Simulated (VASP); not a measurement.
Wanted: the native input for a VASP 6.6.1 run.

| Property | Result |
| --- | --- |
| Task | single point |
| Functional | PBEsol |
| Potentials or basis | VASP PAW PBE potentials, release 64 (Mo_sv) |
| Cutoff | 520 eV |
| k mesh | 24 × 24 × 14 |
| Occupations | gaussian, width 0.15 eV |
| Spin | no spin polarisation |
| Dipole correction | no |
| Further INCAR settings | ALGO = Fast; EDIFF = 1e-07; NBANDS = 21 |

The structure of Mo lies in POSCAR:

```
Mo
1.0
   -1.5646534271      1.5646534271      1.5646534271
    1.5646534271     -1.5646534271      1.5646534271
    3.1293068543      3.1293068543      0.0000000000
Mo
2
Direct
    0.0719009066      0.0719009066      0.0000000000
    0.4280990934      0.4280990934      0.5000000000
```

This cell differs from its parent crystal: atoms displaced along a vibrational mode.

One way to write it, as run:

INCAR

```
PREC = Accurate ; ENCUT = 520
EDIFF = 1E-7 ; ISMEAR = 0
SIGMA = 0.15 ; LREAL = False
LASPH = True ; NELM = 80
ALGO = Fast ; ISIF = 2
LWAVE = False ; LCHARG = False
GGA = PS ; NBANDS = 21
```

KPOINTS

```
Automatic mesh
0
Gamma
  24 24 14
```

Potentials or basis: VASP PAW PBE potentials, release 64 (Mo_sv).

The run is started by

```bash
$ cat potpaw_PBE.64/Mo_sv/POTCAR > POTCAR
$ mpirun -np 1 vasp_std > vasp.out
```

It gave:

```yaml
Pressure: 8.1 GPa
Largest_force: 2.321 eV/Å
Band_gap_on_the_k_mesh: zero (bands 14 and 15 overlap by 2.75 eV)
```

Caveat: the cell differs from its parent crystal (atoms displaced along a vibrational mode); the cell stands under pressure; the PAW data sets were made with another functional, which shifts forces and pressure a little.

Run time: 16 min on 1 thread of Oxide Virtual Turin-like Processor (shared host), peak memory 0.63 GiB.
